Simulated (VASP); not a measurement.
Here is a VASP 6.6.1 calculation.

The input INCAR:

```
SYSTEM = SnO
ALGO = Normal
EDIFF = 1E-8
ENCUT = 520
GGA = PS
ISIF = 2
ISMEAR = -1
LASPH = .TRUE.
LCHARG = .FALSE.
LEFG = .TRUE.
LREAL = .FALSE.
LWAVE = .FALSE.
NBANDS = 28
NELM = 60
PREC = Accurate
SIGMA = 0.01
```

The input KPOINTS:

```
k-points
0
G
  8 8 6
  0 0 0
```

File POSCAR:

```
SnO
1.0
    3.8780400000      0.0000000000      0.0000000000
    0.0000000000      3.8780400000      0.0000000000
    0.0000000000      0.0000000000      4.8360000000
Sn O
2 2
Direct
    0.0000000000      0.5000000000      0.2385000000
    0.5000000000      0.0000000000      0.7615000000
    0.0000000000      0.0000000000      0.0000000000
    0.5000000000      0.5000000000      0.0000000000
```

Potentials or basis: VASP PAW PBE potentials, release 64 (Sn_d, O).

Launch:

```console
$ cat potpaw_PBE.64/Sn_d/POTCAR potpaw_PBE.64/O/POTCAR > POTCAR
$ mpirun -np 1 vasp_std > vasp.out
```

Task: What does it give for the band gap on the k mesh?

Result: 0.23 eV, indirect (least direct gap 1.92 eV).

Task: Estimate the pressure.

Result: -3.6 GPa.

Electric field gradients, principal values (V/Å²):
```csv
atom,least,middle,greatest (by size)
1 Sn,74.846,74.846,-149.693
2 Sn,74.846,74.846,-149.693
3 O,1.645,1.645,-3.289
4 O,1.645,1.645,-3.289
```

Caveat: the cell differs from its parent crystal (equal xx and yy strain of +2 %); without QUAD_EFG the Cq values of the log hold for a quadrupole moment of 1 mb, not for the nuclei; the PAW data sets were made with another functional, which shifts forces and pressure a little; spin-orbit coupling is left out, which moves the levels of the heavy elements. A k mesh can miss the band edges.
